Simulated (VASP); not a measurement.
# NaCl (Pm-3m) in VASP: notebook, part 2 of 2

VASP 6.6.1.

**4. Relaxation of cell and atoms, BLYP+D4**

This run uses another cell than the first one, of 21.48 Å³/atom, 0.980 times its volume.

INCAR

```
PREC = Accurate
ENCUT = 600
EDIFF = 1E-6
ISMEAR = -1
SIGMA = 0.05
LREAL = F
LASPH = T
NELM = 60
ALGO = Normal
ISIF = 3
LWAVE = F
LCHARG = F
GGA = B5
ALDAX = 1.0
AGGAX = 1.0
AGGAC = 1.0
ALDAC = 0.0
IVDW = 13
VDW_S6 = 1.0
VDW_S8 = 2.34076671
VDW_A1 = 0.44488865
VDW_A2 = 4.0933009
IBRION = 2
NSW = 60
EDIFFG = -0.01
```

KPOINTS

```
Automatic mesh
0
Gamma
  8 8 8
```

POSCAR

```
NaCl
1.0
    3.5021900000      0.0000000000      0.0000000000
    0.0000000000      3.5021900000      0.0000000000
    0.0000000000      0.0000000000      3.5021900000
Cl Na
1 1
Direct
    0.5000000000      0.5000000000      0.5000000000
    0.0000000000      0.0000000000      0.0000000000
```

Potentials or basis: VASP PAW PBE potentials, release 64 (Cl, Na_pv).

The run is started by

```
cat potpaw_PBE.64/Cl/POTCAR potpaw_PBE.64/Na_pv/POTCAR > POTCAR
mpirun -np 1 vasp_std > vasp.out
```

OUTCAR:

```text
PREC = Accurate
   ENCUT = 600
   EDIFF = 1E-6
   ISMEAR = -1
   LREAL = F
   LASPH = T
   NELM = 60
   ISIF = 3
   GGA = B5
   IVDW = 13
   IBRION = 2
   NSW = 60
   EDIFFG = -0.01

 ion  position               nearest neighbor table
   1  0.500  0.500  0.500-
   2  0.000  0.000  0.000-

  LATTYP: Found a simple cubic cell.
 ALAT       =     3.5021900000

  Lattice vectors:

 A1 = (   3.5021900000,   0.0000000000,   0.0000000000)
 A2 = (   0.0000000000,   3.5021900000,   0.0000000000)
 A3 = (   0.0000000000,   0.0000000000,   3.5021900000)

Analysis of symmetry for initial positions (statically):
=====================================================================
 Subroutine PRICEL returns:
 Original cell was already a primitive cell.

 Routine SETGRP: Setting up the symmetry group for a
 simple cubic supercell.

 Subroutine GETGRP returns: Found 48 space group operations
 (whereof 48 operations were pure point group operations)
 out of a pool of 48 trial point group operations.

The static configuration has the point symmetry O_h .

Analysis of symmetry for dynamics (positions and initial velocities):
=====================================================================
 Subroutine PRICEL returns:
 Original cell was already a primitive cell.

 Routine SETGRP: Setting up the symmetry group for a
 simple cubic supercell.

 Subroutine GETGRP returns: Found 48 space group operations
 (whereof 48 operations were pure point group operations)
 out of a pool of 48 trial point group operations.

The dynamic configuration has the point symmetry O_h .

 Subroutine INISYM returns: Found 48 space group operations
 (whereof 48 operations are pure point group operations),
 and found     1 'primitive' translations

----------------------------------------------------------------------------------------

                                     Primitive cell

  volume of cell :      42.9555

  direct lattice vectors                    reciprocal lattice vectors
     3.502190000  0.000000000  0.000000000     0.285535622  0.000000000  0.000000000
     0.000000000  3.502190000  0.000000000     0.000000000  0.285535622  0.000000000
[... 102 lines left out ...]
   IALGO  =     38    algorithm
   IMIX   =      4    mixing-type and parameters
     AMIX     =   0.40;   BMIX     =  1.00
     AMIX_MAG =   1.60;   BMIX_MAG =  1.00
  volume/ion in A,a.u.               =      21.48       144.94
  Fermi-wavevector in a.u.,A,eV,Ry     =   1.126621  2.129005 17.269530  1.269275
  Thomas-Fermi vector in A             =   2.263304
   LORBIT       =      0    0 simple, 1 ext, 2 COOP (PROOUT), +10 PAW based schemes
   GGA     = B5    functional components
   LHFCALC =     F    Hartree Fock is set to
   AEXX    =    0.0000 exact exchange contribution
   IVDW    =    13    specifies the selected vdW correction
   LEPSILON=     F    determine dielectric tensor
   LRPA    =     F    only Hartree local field effects (RPA)
 conjugate gradient relaxation of ions
 non-spin polarized calculation
  energy-cutoff  :      600.00
  volume of cell :       42.96
 maximum number of plane-waves:      1472
 NGX is ok and might be reduce to    28
   NGX = 13   NGY = 13   NGZ = 13

--------------------------------------- Ionic step        1  -------------------------------------------

 number of electron      13.9999982 magnetization

 Free energy of the ion-electron system (eV)
  ---------------------------------------------------
  ext. energy  EPLUGINS =         0.00000000
  ---------------------------------------------------
  free energy    TOTEN  =        -6.04089075 eV

  energy without entropy =       -6.04089075  energy(sigma->0) =       -6.04089075

------------------------ aborting loop because EDIFF is reached ----------------------------------------

  DFT-D4 for vdW energy calculation

  Edisp (eV):   -0.37576
[... 71 lines left out ...]
--------------------------------------- Ionic step        3  -------------------------------------------

 number of electron      13.9999985 magnetization

 Free energy of the ion-electron system (eV)
  ---------------------------------------------------
  ext. energy  EPLUGINS =         0.00000000
  ---------------------------------------------------
  free energy    TOTEN  =        -6.03756877 eV

  energy without entropy =       -6.03756877  energy(sigma->0) =       -6.03756877

 E-fermi :   1.9085     XC(G=0):  -8.1332

 val. band max:        0.7890553395   @ k =   0.5000   0.5000   0.0000
 cond. band min:       4.8657123630   @ k =   0.0000   0.0000   0.0000
 fundamental gap:      4.0766570235
 Fermi energy:         1.9084506347

 k-point     1 :       0.0000    0.0000    0.0000
  band No.  band energies     occupation
      1     -21.5804      2.00000
      2     -21.5804      2.00000
      3     -21.5804      2.00000
      4     -12.5847      2.00000
      5       0.2924      2.00000
      6       0.2924      2.00000
      7       0.2924      2.00000
      8       4.8657      0.00000
      9       9.4883      0.00000
     10       9.4883      0.00000
     11      16.4930      0.00000
[... 309 lines left out ...]
 k-point    24 :       0.5000    0.3750    0.1250
  band No.  band energies     occupation
      1     -21.6123      2.00000
      2     -21.6061      2.00000
      3     -21.5788      2.00000
      4     -11.9535      2.00000
      5      -1.5355      2.00000
      6      -1.1852      2.00000
      7       0.4158      2.00000
      8       6.9139      0.00000
      9      10.3269      0.00000
     10      10.6661      0.00000
     11      11.9540      0.00000

 [... further k-points ...]

------------------------ aborting loop because EDIFF is reached ----------------------------------------

  DFT-D4 for vdW energy calculation

  Edisp (eV):   -0.37958
[... 25 lines left out ...]
  FREE ENERGIE OF THE ION-ELECTRON SYSTEM (eV)
  ---------------------------------------------------
  free  energy   TOTEN  =        -6.4171453630 eV

  energy  without entropy=       -6.4171453630  energy(sigma->0) =       -6.41714536

 reached required accuracy - stopping structural energy minimisation
```

OSZICAR:

```text
N       E                     dE             d eps       ncg     rms          rms(c)
DAV:   1     0.101676061121E+03    0.10168E+03   -0.80210E+03   773   0.145E+03
DAV:   2     0.254237470857E+01   -0.99134E+02   -0.91380E+02   925   0.291E+02
DAV:   3    -0.614790176163E+01   -0.86903E+01   -0.85814E+01   901   0.826E+01
[... 17 lines left out ...]
DAV:   1    -0.603847188608E+01    0.27099E-03   -0.19726E-02   881   0.216E+00    0.195E-01
DAV:   2    -0.603770984144E+01    0.76204E-03   -0.13189E-03   869   0.394E-01    0.777E-02
DAV:   3    -0.603758125478E+01    0.12859E-03   -0.27685E-04   884   0.196E-01    0.356E-02
DAV:   4    -0.603756895805E+01    0.12297E-04   -0.82523E-06   891   0.366E-02    0.343E-03
DAV:   5    -0.603756876863E+01    0.18942E-06   -0.61851E-07   451   0.904E-03
   3 F= -.64171454E+01 E0= -.64171454E+01  d E =-.495356E-03
```

CONTCAR:

```text
NaCl
   1.00000000000000
     3.4909374966823981    0.0000000000000000   -0.0000000000000000
     0.0000000000000000    3.4909374966823981   -0.0000000000000000
     0.0000000000000000   -0.0000000000000000    3.4909374966823981
  Cl              Na
     1     1
Direct
     0.5000000000000000    0.5000000000000000    0.5000000000000000
     0.0000000000000000    0.0000000000000000    0.0000000000000000

  0.00000000E+00  0.00000000E+00  0.00000000E+00
  0.00000000E+00  0.00000000E+00  0.00000000E+00
```

Run time: 36 s. Hardware: 1 thread of Intel Xeon 6975P-C, shared host; peak memory 0.16 GiB.

Results:

- Free energy: -6.4171 eV
- Relaxed volume: 21.27 Å³/atom
- Relaxed cell: a = 3.491 Å, b = 3.491 Å, c = 3.491 Å, α = 90.00°, β = 90.00°, γ = 90.00°
- Space group after relaxing (to 0.05 Å): Pm-3m (No. 221)
- Energy gained by relaxing: 0.2 meV/atom
- Ionic steps: 3
- Pressure after relaxing: -0.1 GPa
- Band gap on the k mesh: 4.08 eV, indirect (least direct gap 4.57 eV)
- Dispersion energy per atom: -0.190 eV

The path:
```tsv
step	energy change (eV)	largest force (eV/Å)	pressure (GPa)	volume (Å³)
1	0.0000	0.0000	-0.33	42.96
2	-0.0004	0.0000	-0.13	42.68
3	-0.0005	0.0000	-0.07	42.54
```

Final structure:
```yaml
crystal:
  lattice:
    - [3.49094, 0.00000, 0.00000]
    - [0.00000, 3.49094, 0.00000]
    - [0.00000, 0.00000, 3.49094]
  atoms:
    - { symbol: Cl, position: [0.50000, 0.50000, 0.50000] }
    - { symbol: Na, position: [0.00000, 0.00000, 0.00000] }
```

Caveat: the PAW data sets were made with another functional, which shifts forces and pressure a little. A k mesh can miss the band edges.

**5. The runs side by side**

```csv
task,level,cell,cutoff (eV),gap on the mesh (eV),pressure (GPa),relaxed volume (Å³/atom)
single point,PBEsol,"a = 3.525 Å, 2 atoms",520,3.78,-1.7,-
relaxation of cell and atoms,BLYP+D3(BJ),"relaxed from a = 3.502 Å, 2 atoms",600,4.40,0.1,19.55
relaxation of cell and atoms,BLYP+D4,"relaxed from a = 3.502 Å, 2 atoms",600,4.08,-0.1,21.27
```

Alike in all rows: potentials or basis VASP PAW PBE potentials, release 64 (Cl, Na_pv); no spin polarisation; k mesh 8 × 8 × 8; smearing fermi-dirac 0.05 eV.

Caveats: the PAW data sets were made with another functional, which shifts forces and pressure a little.

Total energies depend on the potentials used, so only differences within one code and one set of settings carry meaning.
